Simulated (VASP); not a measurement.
# RbBr (Fm-3m) in VASP: settings compared, part 2 of 2

VASP 6.6.1. Earlier steps stand in the parts before.

## Step 6: Single point, PBE-based screened hybrid

Input file POSCAR:

```
RbBr
1.0
    0.0000000000      3.4608260907      3.4608260907
    3.4608260907      0.0000000000      3.4608260907
    3.4608260907      3.4608260907      0.0000000000
Rb Br
1 1
Direct
    0.0000000000      0.0000000000      0.0000000000
    0.5000000000      0.5000000000      0.5000000000
```

Input file INCAR.step1:

```
ALGO = Normal
EDIFF = 1E-5
ENCUT = 520
GGA = PE
ISIF = 2
ISMEAR = 0
LASPH = T
LCHARG = F
LREAL = F
LWAVE = T
NBANDS = 15
NELM = 60
PREC = Accurate
SIGMA = 0.01
```

Input file INCAR.step2:

```
AEXX = 0.3
ALGO = Normal
EDIFF = 1E-6
ENCUT = 520
GGA = PE
HFSCREEN = 0.5
ISIF = 2
ISMEAR = 0
ISTART = 1
LASPH = T
LCHARG = F
LHFCALC = T
LREAL = F
LWAVE = F
NBANDS = 15
NELM = 60
PREC = Accurate
PRECFOCK = Normal
SIGMA = 0.01
```

Input file KPOINTS:

```
k-points
0
Gamma
  4 4 4
```

Potentials or basis: VASP PAW PBE potentials, release 64 (Rb_sv, Br).

Started as:

```
cat potpaw_PBE.64/Rb_sv/POTCAR potpaw_PBE.64/Br/POTCAR > POTCAR
cp INCAR.step1 INCAR
mpirun -np 1 vasp_std > vasp.out
cp INCAR.step2 INCAR
mpirun -np 1 vasp_std > vasp.out
```

It used 970 s of CPU time on 1 thread of AMD EPYC 7R13 Processor (Zen 3) (shared host).

The run converged. Its results:

```yaml
Free_energy: -6.7518 eV
Pressure: 0.3 GPa
Band_gap_on_the_k_mesh: 5.00 eV, direct
```

Levels at points of the mesh, in eV from the valence-band top:
```tsv
k point	band 5	band 6	band 7	band 8	band 9	band 10	band 11	band 12
(0.00, 0.00, 0.00)	-9.03	0.00	0.00	0.00	5.00	8.01	8.01	8.01
(0.50, 0.00, 0.00)	-8.98	-0.93	-0.33	-0.33	7.42	8.36	10.26	10.26
(0.50, 0.50, 0.00)	-9.09	-0.46	-0.16	-0.16	6.31	7.80	9.78	10.02
```

Caveat: the PAW data sets were made with another functional, which shifts forces and pressure a little.

## Step 7: Single point, PBE-based screened hybrid

POSCAR is that of step 6.

Input file INCAR.step1:

```
SYSTEM = RbBr
PREC = Accurate
ENCUT = 520
EDIFF = 1E-5
ISMEAR = 0
SIGMA = 0.01
LREAL = .False.
LASPH = .True.
NELM = 100
ALGO = Normal
ISIF = 2
LWAVE = .True.
LCHARG = .False.
GGA = PE
NBANDS = 15
```

Input file INCAR.step2:

```
SYSTEM = RbBr
PREC = Accurate
ENCUT = 520
EDIFF = 1E-6
ISMEAR = 0
SIGMA = 0.01
LREAL = .False.
LASPH = .True.
NELM = 100
ALGO = Normal
ISIF = 2
LWAVE = .False.
LCHARG = .False.
GGA = PE
LHFCALC = .True.
AEXX = 0.4
HFSCREEN = 0.2078
PRECFOCK = Normal
ISTART = 1
NBANDS = 15
```

Input file KPOINTS:

```
Automatic mesh
0
Gamma
  4 4 4
  0 0 0
```

Potentials or basis: VASP PAW PBE potentials, release 64 (Rb_sv, Br).

Started as:

```
cat potpaw_PBE.64/Rb_sv/POTCAR potpaw_PBE.64/Br/POTCAR > POTCAR
cp INCAR.step1 INCAR
mpirun -np 1 vasp_std > vasp.out
cp INCAR.step2 INCAR
mpirun -np 1 vasp_std > vasp.out
```

OUTCAR:

```text
SYSTEM = RbBr
   PREC = Accurate
   ENCUT = 520
   EDIFF = 1E-6
   ISMEAR = 0
   LREAL = .False.
   LASPH = .True.
   NELM = 100
   ISIF = 2
   GGA = PE
   LHFCALC = .True.
   AEXX = 0.4
   HFSCREEN = 0.2078
   PRECFOCK = Normal
   ISTART = 1

 ion  position               nearest neighbor table
   1  0.000  0.000  0.000-   2 3.46   2 3.46   2 3.46   2 3.46   2 3.46   2 3.46
   2  0.500  0.500  0.500-   1 3.46   1 3.46   1 3.46   1 3.46   1 3.46   1 3.46

  LATTYP: Found a face centered cubic cell.
 ALAT       =     6.9216521814

  Lattice vectors:

 A1 = (   0.0000000000,   3.4608260907,   3.4608260907)
 A2 = (   3.4608260907,   0.0000000000,   3.4608260907)
 A3 = (   3.4608260907,   3.4608260907,   0.0000000000)

Analysis of symmetry for initial positions (statically):
=====================================================================
 Subroutine PRICEL returns:
 Original cell was already a primitive cell.

 Routine SETGRP: Setting up the symmetry group for a
 face centered cubic supercell.

 Subroutine GETGRP returns: Found 48 space group operations
 (whereof 48 operations were pure point group operations)
 out of a pool of 48 trial point group operations.

The static configuration has the point symmetry O_h .

Analysis of symmetry for dynamics (positions and initial velocities):
=====================================================================
 Subroutine PRICEL returns:
 Original cell was already a primitive cell.

 Routine SETGRP: Setting up the symmetry group for a
 face centered cubic supercell.

 Subroutine GETGRP returns: Found 48 space group operations
 (whereof 48 operations were pure point group operations)
 out of a pool of 48 trial point group operations.

The dynamic configuration has the point symmetry O_h .

 Subroutine INISYM returns: Found 48 space group operations
 (whereof 48 operations are pure point group operations),
 and found     1 'primitive' translations

----------------------------------------------------------------------------------------

                                     Primitive cell

  volume of cell :      82.9028

  direct lattice vectors                    reciprocal lattice vectors
     0.000000000  3.460826091  3.460826091    -0.144474177  0.144474177  0.144474177
     3.460826091  0.000000000  3.460826091     0.144474177 -0.144474177  0.144474177
     3.460826091  3.460826091  0.000000000     0.144474177  0.144474177 -0.144474177

  length of vectors
     4.894347194  4.894347194  4.894347194     0.250236614  0.250236614  0.250236614

  position of ions in fractional coordinates (direct lattice)
     0.000000000  0.000000000  0.000000000
     0.500000000  0.500000000  0.500000000

  ion indices of the primitive-cell ions
   primitive index   ion index
                 1           1
                 2           2

----------------------------------------------------------------------------------------

 KPOINTS: Automatic mesh

[... 34 lines left out ...]
   total plane-waves  NPLWV =  46656
   dimension x,y,z NGX =    36 NGY =   36 NGZ =   36
   dimension x,y,z NGXF=    72 NGYF=   72 NGZF=   72
   ions per type =               1   1
   NGX,Y,Z   is equivalent  to a cutoff of  12.23, 12.23, 12.23 a.u.
   NGXF,Y,Z  is equivalent  to a cutoff of  24.46, 24.46, 24.46 a.u.
 SYSTEM =  RbBr
   PREC   = accura    normal or accurate (medium, high low for compatibility)
   ISTART =      1    job   : 0-new  1-cont  2-samecut
   ICHARG =      0    charge: 1-file 2-atom 10-const
   ISPIN  =      1    spin polarized calculation?
   LNONCOLLINEAR =      F non collinear calculations
   LSORBIT =      F    spin-orbit coupling
   LASPH  =      T    aspherical Exc in radial PAW
   ENCUT  =  520.0 eV  38.22 Ry    6.18 a.u.   9.10  9.10  9.10*2*pi/ulx,y,z
   NELM   =    100;   NELMIN=  2; NELMDL=  0     # of ELM steps
   EDIFF  = 0.1E-05   stopping-criterion for ELM
   LREAL  =      F    real-space projection
   EDIFFG = 0.1E-04   stopping-criterion for IOM
   NSW    =      0    number of steps for IOM
   IBRION =     -1    ionic relax: 0-MD 1-quasi-New 2-CG
   NFREE  =      0    steps in history (QN), initial steepest desc. (CG)
   ISIF   =      2    stress and relaxation
   ISYM   =      3    0-nonsym 1-usesym 2-fastsym
   POTIM  = 0.5000    time-step for ionic-motion
   TEBEG  =    0.0;   TEEND  =   0.0 temperature during run
   PSTRESS=    0.0 pullay stress
   NELECT =      16.0000    total number of electrons
   NUPDOWN=      -1.0000    fix difference up-down
   EMIN   =  10.00;   EMAX   =-10.00  energy-range for DOS
   EFERMI =   0.00;   METHOD = LEGACY
   ISMEAR =     0;   SIGMA  =   0.01  broadening in eV -4-tet -1-fermi 0-gaus
   EFERMI_NEDOS =   21; number of points for ismear=-14 and -15
   IALGO  =     38    algorithm
   IMIX   =      1    mixing-type and parameters
     AMIX     =   0.40;   BMIX     =  1.00
     AMIX_MAG =   1.60;   BMIX_MAG =  1.00
  volume/ion in A,a.u.               =      41.45       279.73
  Fermi-wavevector in a.u.,A,eV,Ry     =   0.946074  1.787820 12.177973  0.895056
  Thomas-Fermi vector in A             =   2.074037
   LORBIT       =      0    0 simple, 1 ext, 2 COOP (PROOUT), +10 PAW based schemes
   GGA     = PE    functional components
   LHFCALC =     T    Hartree Fock is set to
   PRECFOCK=normal    Normal, Fast or Accurate (Low or Medium for compatibility)
   ENCUT4O =  -1.0   cutoff for four orbital integrals eV
   NKREDX  =     1    reduce k-point grid by
   NKREDY  =     1    reduce k-point grid by
   NKREDZ  =     1    reduce k-point grid by
   AEXX    =    0.4000 exact exchange contribution
   HFSCREEN=    0.2078 screening length (either q_TF or 0.3 A-1)
   HFSCREENC=   0.2078 screening length for correlation (either q_TF or 0.3 A-1)
   ENCUTFOCK=  -1.0 apply spherical cutoff to Coloumb kernel
   IVDW    =     0    specifies the selected vdW correction
   LEPSILON=     F    determine dielectric tensor
   LRPA    =     F    only Hartree local field effects (RPA)
 non-spin polarized calculation
 Gauss-broadening in eV      SIGMA  =   0.01
  energy-cutoff  :      520.00
  volume of cell :       82.90
 maximum number of plane-waves:      2252
  NGX = 28; NGY = 28; NGZ = 28

 number of electron      15.9999997 magnetization

 Free energy of the ion-electron system (eV)
  ---------------------------------------------------
  ext. energy  EPLUGINS =         0.00000000
  ---------------------------------------------------
  free energy    TOTEN  =        -7.67421886 eV

  energy without entropy =       -7.67421886  energy(sigma->0) =       -7.67421886

 E-fermi :  -3.2296     XC(G=0):  -5.3068

 val. band max:       -3.2724604446   @ k =   0.0000   0.0000   0.0000
 cond. band min:       2.8815855470   @ k =   0.0000   0.0000   0.0000
 fundamental gap:      6.1540459915
 Fermi energy:        -3.2296417453

 k-point     1 :       0.0000    0.0000    0.0000
  band No.  band energies     occupation
      1     -30.4175      2.00000
      2     -17.0453      2.00000
      3     -12.6357      2.00000
      4     -12.6357      2.00000
      5     -12.6357      2.00000
      6      -3.2725      2.00000
      7      -3.2725      2.00000
      8      -3.2725      2.00000
      9       2.8816      0.00000
     10       6.0231      0.00000
     11       6.0231      0.00000
     12       6.0231      0.00000
     13       7.0315      0.00000
     14       7.0315      0.00000
[... 113 lines left out ...]
      2     -17.0093      2.00000
      3     -12.7575      2.00000
      4     -12.7575      2.00000
      5     -12.6111      2.00000
      6      -3.7612      2.00000
      7      -3.6378      2.00000
      8      -3.6378      2.00000
      9       5.6976      0.00000
     10       5.6976      0.00000
     11       7.0007      0.00000
     12       7.4514      0.00000
     13       9.8247      0.00000
     14       9.9426      0.00000
     15       9.9890      0.00000

------------------------ aborting loop because EDIFF is reached ----------------------------------------

  FORCE on cell =-STRESS in cart. coord.  units (eV):
  Direction    XX          YY          ZZ          XY          YZ          ZX
  --------------------------------------------------------------------------------------
  -------------------------------------------------------------------------------------
  Total        0.0831645      0.0831645      0.0831645      0.0000000      0.0000000     -0.0000000
  in kB        1.6072351      1.6072351      1.6072351      0.0000000      0.0000000     -0.0000000
  external PRESSURE =       1.6072351 kB  Pullay stress =       0.0000000 kB

 VOLUME and BASIS-vectors are now :
 -----------------------------------------------------------------------------
  energy-cutoff  :      520.00
  volume of cell :       82.90
      direct lattice vectors                 reciprocal lattice vectors
     0.000000000  3.460826091  3.460826091    -0.144474177  0.144474177  0.144474177
     3.460826091  0.000000000  3.460826091     0.144474177 -0.144474177  0.144474177
     3.460826091  3.460826091  0.000000000     0.144474177  0.144474177 -0.144474177

 POSITION                                       TOTAL-FORCE (eV/Angst)
 -----------------------------------------------------------------------------------
      0.00000      0.00000      0.00000         0.000000     -0.000000      0.000000
      3.46083      3.46083      3.46083        -0.000000      0.000000     -0.000000
 -----------------------------------------------------------------------------------
    total drift:                                0.000000      0.000000      0.000000

  FREE ENERGIE OF THE ION-ELECTRON SYSTEM (eV)
  ---------------------------------------------------
  free  energy   TOTEN  =        -7.6742188577 eV

  energy  without entropy=       -7.6742188577  energy(sigma->0) =       -7.67421886
```

Wall time 19 min (1 thread of AMD EPYC 7R13 (Zen 3), shared host); peak memory 0.29 GiB.

Results:

```yaml
Free_energy: -7.6742 eV
Pressure: 0.2 GPa
Band_gap_on_the_k_mesh: 6.15 eV, direct
```

Caveat: the PAW data sets were made with another functional, which shifts forces and pressure a little.

## Step 8: The runs side by side

```csv
level,potentials or basis,smearing,grid for exact exchange (PRECFOCK),share of exact exchange,screening parameter,gap on the mesh (eV),pressure (GPa)
PBE,"VASP PAW PBE potentials, release 64 (Rb_sv, Br)",gaussian 0.01 eV,-,-,-,4.29,0.6
PBE,"VASP PAW PBE potentials, release 64 (Rb_sv, Br)",fermi-dirac 0.001 eV,-,-,-,4.29,0.6
LDA,"VASP PAW LDA potentials, release 64 (Rb_sv, Br)",gaussian 0.01 eV,-,-,-,3.89,-1.5
r2SCAN,"VASP PAW PBE potentials, release 64 (Rb_sv, Br)",gaussian 0.01 eV,-,-,-,4.89,0.0
PBE-based screened hybrid,"VASP PAW PBE potentials, release 64 (Rb_sv, Br)",gaussian 0.01 eV,Normal,0.3,0.5 1/Å,5.00,0.3
PBE-based screened hybrid,"VASP PAW PBE potentials, release 64 (Rb_sv, Br)",gaussian 0.01 eV,Normal,0.4,0.2078 1/Å,6.15,0.2
```

Alike in all rows: task single point; no spin polarisation; cell as given; k mesh 4 × 4 × 4; cutoff (eV) 520.

Caveats: the PAW data sets were made with another functional, which shifts forces and pressure a little (some runs).

Total energies depend on the potentials used, so only differences within one code and one set of settings carry meaning.
